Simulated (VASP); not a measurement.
# SiC (zincblende type) (F-43m) in VASP: further runs, part 2 of 2

VASP 6.6.1.

## Step 4: Relaxation of cell and atoms, PBE, target pressure 51 GPa, at which the enthalpy is minimised

This run uses another cell than the first one, of 8.22 Å³/atom, 0.930 times its volume.

Contents of INCAR:

```
SYSTEM = SiC
ALGO     = Normal         ! electronic algorithm
EDIFF    = 1E-6           ! SCF threshold, eV
EDIFFG   = -0.005         ! ionic threshold
ENCUT    = 600            ! plane-wave cutoff, eV
GGA      = PE             ! functional
IBRION   = 2              ! ionic algorithm
ISIF     = 3              ! what is computed and relaxed
ISMEAR   = -1             ! smearing method
LASPH    = .True.         ! aspherical terms in the spheres
LCHARG   = .False.        ! write CHGCAR
LREAL    = .False.        ! projectors in reciprocal space
LWAVE    = .False.        ! write WAVECAR
NELM     = 100            ! most SCF steps
NSW      = 60             ! ionic steps
PREC     = Accurate       ! precision mode
PSTRESS  = 510.0        
SIGMA    = 0.1            ! smearing width, eV
```

Contents of KPOINTS:

```
k-points
0
Gamma
  16 16 16
  0 0 0
```

Contents of POSCAR:

```
SiC
1.0
    0.0000000000      2.0184287174      2.0184287174
    2.0184287174      0.0000000000      2.0184287174
    2.0184287174      2.0184287174      0.0000000000
Si C
1 1
Direct
    0.0000000000      0.0000000000      0.0000000000
    0.2500000000      0.2500000000      0.2500000000
```

Potentials or basis: VASP PAW PBE potentials, release 64 (Si, C).

On the command line:

```console
cat potpaw_PBE.64/Si/POTCAR potpaw_PBE.64/C/POTCAR > POTCAR
mpirun -np 1 vasp_std > vasp.out
```

OUTCAR:

```text
SYSTEM = SiC
   EDIFF = 1E-6
   EDIFFG = -0.005
   ENCUT = 600
   GGA = PE
   IBRION = 2
   ISIF = 3
   ISMEAR = -1
   LASPH = .True.
   LREAL = .False.
   NELM = 100
   NSW = 60
   PREC = Accurate
   PSTRESS = 510.0

 ion  position               nearest neighbor table
   1  0.000  0.000  0.000-   2 1.75   2 1.75   2 1.75   2 1.75
   2  0.250  0.250  0.250-   1 1.75   1 1.75   1 1.75   1 1.75

  LATTYP: Found a face centered cubic cell.
 ALAT       =     4.0368574348

  Lattice vectors:

 A1 = (   0.0000000000,   2.0184287174,   2.0184287174)
 A2 = (   2.0184287174,   0.0000000000,   2.0184287174)
 A3 = (   2.0184287174,   2.0184287174,   0.0000000000)

Analysis of symmetry for initial positions (statically):
=====================================================================
 Subroutine PRICEL returns:
 Original cell was already a primitive cell.

 Routine SETGRP: Setting up the symmetry group for a
 face centered cubic supercell.

 Subroutine GETGRP returns: Found 24 space group operations
 (whereof 24 operations were pure point group operations)
 out of a pool of 48 trial point group operations.

The static configuration has the point symmetry T_d .

Analysis of symmetry for dynamics (positions and initial velocities):
=====================================================================
 Subroutine PRICEL returns:
 Original cell was already a primitive cell.

 Routine SETGRP: Setting up the symmetry group for a
 face centered cubic supercell.

[... 189 lines left out ...]

 number of electron       8.0000001 magnetization

 E-fermi :   8.9320     XC(G=0): -11.3727

 val. band max:        8.1485146640   @ k =   0.0000   0.0000   0.0000
 cond. band min:       9.5022114406   @ k =   0.5000   0.5000   0.0000
 fundamental gap:      1.3536967766
 Fermi energy:         8.9319616634

 k-point     1 :       0.0000    0.0000    0.0000
  band No.  band energies     occupation
      1      -7.2840      2.00000
      2       8.1485      1.99921
      3       8.1485      1.99921
      4       8.1485      1.99921
      5      14.4263      0.00000
      6      15.4821      0.00000
      7      15.4821      0.00000
      8      15.4821      0.00000
[... 324 lines left out ...]
  energy  without entropy=      -14.6189612200  energy(sigma->0) =      -14.61897630

  enthalpy is  TOTEN    =        -8.9735221136 eV   P V=        5.6454692572

[... ionic steps 4 to 13 ...]

--------------------------------------- Ionic step       14  -------------------------------------------

 number of electron       8.0000001 magnetization

------------------------ aborting loop because EDIFF is reached ----------------------------------------
[... 71 lines left out ...]
--------------------------------------- Ionic step       16  -------------------------------------------

 number of electron       8.0000001 magnetization

 Free energy of the ion-electron system (eV)
  ---------------------------------------------------
  ext. energy  EPLUGINS =         0.00000000
  ---------------------------------------------------
  free energy    TOTEN  =       -14.59915149 eV

  energy without entropy =      -14.59912082  energy(sigma->0) =      -14.59913616

 E-fermi :  10.6926     XC(G=0): -12.0589

 val. band max:        9.9753952224   @ k =   0.0000   0.0000   0.0000
 cond. band min:      11.1690701666   @ k =   0.5000   0.5000   0.0000
 fundamental gap:      1.1936749441
 Fermi energy:        10.6925503230

 k-point     1 :       0.0000    0.0000    0.0000
  band No.  band energies     occupation
      1      -6.7186      2.00000
      2       9.9754      1.99846
      3       9.9754      1.99846
      4       9.9754      1.99846
      5      18.0894      0.00000
      6      18.4746      0.00000
      7      18.4747      0.00000
      8      18.4747      0.00000
[... 286 lines left out ...]
  energy  without entropy=      -14.5991208191  energy(sigma->0) =      -14.59913616

  enthalpy is  TOTEN    =        -8.9738344156 eV   P V=        5.6253170764

 reached required accuracy - stopping structural energy minimisation
```

Run time: 53 s. Hardware: 1 thread of Intel Xeon 6975P-C, shared host; peak memory 0.15 GiB.

What came out:

* Free energy: -14.5992 eV
* Relaxed volume: 8.84 Å³/atom
* Relaxed cell: a = 2.924 Å, b = 2.924 Å, c = 2.924 Å, α = 60.00°, β = 60.00°, γ = 60.00°
* Space group after relaxing (to 0.05 Å): F-43m (No. 216)
* Energy change on relaxing (the enthalpy is what falls): -252.2 meV/atom
* Ionic steps: 16
* Pressure after relaxing: 50.9 GPa
* Band gap on the k mesh: 1.19 eV, indirect (least direct gap 4.68 eV)

Step by step:
```tsv
step	energy change (eV)	largest force (eV/Å)	pressure (GPa)	volume (Å³)
1	0.0000	0.0000	82.59	16.45
2	-0.9597	0.0000	4.06	20.61
3	-0.5243	0.0000	49.53	17.74
4	-0.5045	0.0000	50.91	17.67
5	-0.4965	0.0000	51.47	17.65
6	-0.4968	0.0000	51.46	17.65
7	-0.4976	0.0000	51.40	17.65
8	-0.4976	0.0000	51.39	17.65
9	-0.4977	0.0000	51.39	17.65
10	-0.4977	0.0000	51.39	17.65
11	-0.4978	0.0000	51.38	17.65
12	-0.4980	0.0000	51.37	17.65
13	-0.4985	0.0000	51.34	17.65
14	-0.4993	0.0000	51.28	17.66
15	-0.5010	0.0000	51.17	17.66
16	-0.5044	0.0000	50.92	17.67
```

Final structure:
```
Si C
1.0
     0.00000    2.06737    2.06737
     2.06737    0.00000    2.06737
     2.06737    2.06737    0.00000
Si C
1 1
Direct
  0.00000 0.00000 0.00000
  0.25000 0.25000 0.25000
```

Levels at points of the mesh, in eV from the valence-band top:
| k point | band 1 | band 2 | band 3 | band 4 | band 5 | band 6 | band 7 | band 8 |
| --- | --- | --- | --- | --- | --- | --- | --- | --- |
| (0.00, 0.00, 0.00) | -16.69 | 0.00 | 0.00 | 0.00 | 8.11 | 8.50 | 8.50 | 8.50 |
| (0.50, 0.00, 0.00) | -12.50 | -9.45 | -1.08 | -1.08 | 6.93 | 7.90 | 7.90 | 10.94 |
| (0.50, 0.50, 0.00) | -10.89 | -8.34 | -3.48 | -3.48 | 1.19 | 4.92 | 15.95 | 15.95 |

Caveat: the cell is relaxed towards a set pressure, so the enthalpy falls and the energy may rise. A k mesh can miss the band edges.

## Step 5: Relaxation of cell and atoms, PBE, target pressure 51 GPa, at which the enthalpy is minimised

Contents of INCAR:

```
SYSTEM = SiC
PREC = Accurate
ENCUT = 600
EDIFF = 1E-6
ISMEAR = -1
SIGMA = 0.1
LREAL = .False.
LASPH = .True.
NELM = 80
ALGO = Normal
ISIF = 3
LWAVE = .False.
LCHARG = .False.
GGA = PE
IBRION = 2
NSW = 32
EDIFFG = -0.005
PSTRESS = 510.0
```

Contents of KPOINTS:

```
regular mesh
0
Gamma
  16 16 16
  0 0 0
```

Contents of POSCAR:

```
SiC
1.0
    0.0000000000      2.0677542094      2.0677542094
    2.0677542094      0.0000000000      2.0677542094
    2.0677542094      2.0677542094      0.0000000000
Si C
1 1
Direct
    0.0000000000      0.0000000000      0.0000000000
    0.2500000000      0.2500000000      0.2500000000
```

On the command line:

```console
cat potpaw_PBE.64/Si/POTCAR potpaw_PBE.64/C/POTCAR > POTCAR
mpirun -np 1 vasp_std > vasp.out
```

It took 21 s on 1 thread of Intel Xeon 6975P-C, shared host; peak memory 0.15 GiB.

The run converged. Its results:

- Free energy: -14.5988 eV
- Relaxed volume: 8.83 Å³/atom
- Relaxed cell: a = 2.923 Å, b = 2.923 Å, c = 2.923 Å, α = 60.00°, β = 60.00°, γ = 60.00°
- Space group after relaxing (to 0.05 Å): F-43m (No. 216)
- Energy change on relaxing (the enthalpy is what falls): +2.5 meV/atom
- Ionic steps: 3
- Pressure after relaxing: 51.0 GPa
- Band gap on the k mesh: 1.19 eV, indirect (least direct gap 4.68 eV)

Step by step:
```
step  energy change (eV)  largest force (eV/Å)  pressure (GPa)  volume (Å³)
   1              0.0000                0.0000           50.65        17.68
   2              0.0158                0.0000           51.74        17.63
   3              0.0051                0.0000           51.00        17.67
```

Final structure:
```
Si C
1.0
     0.00000    2.06713    2.06713
     2.06713    0.00000    2.06713
     2.06713    2.06713    0.00000
Si C
1 1
Cartesian
  0.0000 0.0000 0.0000
  1.0336 1.0336 1.0336
```

Levels at points of the mesh, in eV from the valence-band top:
| k point | band 1 | band 2 | band 3 | band 4 | band 5 | band 6 | band 7 | band 8 |
| --- | --- | --- | --- | --- | --- | --- | --- | --- |
| (0.00, 0.00, 0.00) | -16.70 | 0.00 | 0.00 | 0.00 | 8.12 | 8.50 | 8.50 | 8.50 |
| (0.50, 0.00, 0.00) | -12.50 | -9.45 | -1.08 | -1.08 | 6.93 | 7.90 | 7.90 | 10.95 |
| (0.50, 0.50, 0.00) | -10.89 | -8.34 | -3.49 | -3.49 | 1.19 | 4.92 | 15.95 | 15.95 |

Caveat: the cell is relaxed towards a set pressure, so the enthalpy falls and the energy may rise. PBE gaps usually lie below the measured ones, often by a third to a half.

## Step 6: The runs side by side

| task | cell | cutoff (eV) | gap on the mesh (eV) | pressure (GPa) |
| --- | --- | --- | --- | --- |
| single point | a = 2.924 Å, angles 60.0°, 2 atoms | 520 | 1.19 | 50.9 |
| relaxation of cell and atoms | relaxed to 51 GPa from a = 2.854 Å, angles 60.0°, 2 atoms | 600 | 1.19 | 50.9 |
| relaxation of cell and atoms | relaxed to 51 GPa from a = 2.924 Å, angles 60.0°, 2 atoms | 600 | 1.19 | 51.0 |

Alike in all rows: level PBE; potentials or basis VASP PAW PBE potentials, release 64 (Si, C); no spin polarisation; k mesh 16 × 16 × 16; smearing fermi-dirac 0.1 eV.

Caveats: the cell is relaxed towards a set pressure, so the enthalpy falls and the energy may rise (some runs).

Total energies depend on the potentials used, so only differences within one code and one set of settings carry meaning.
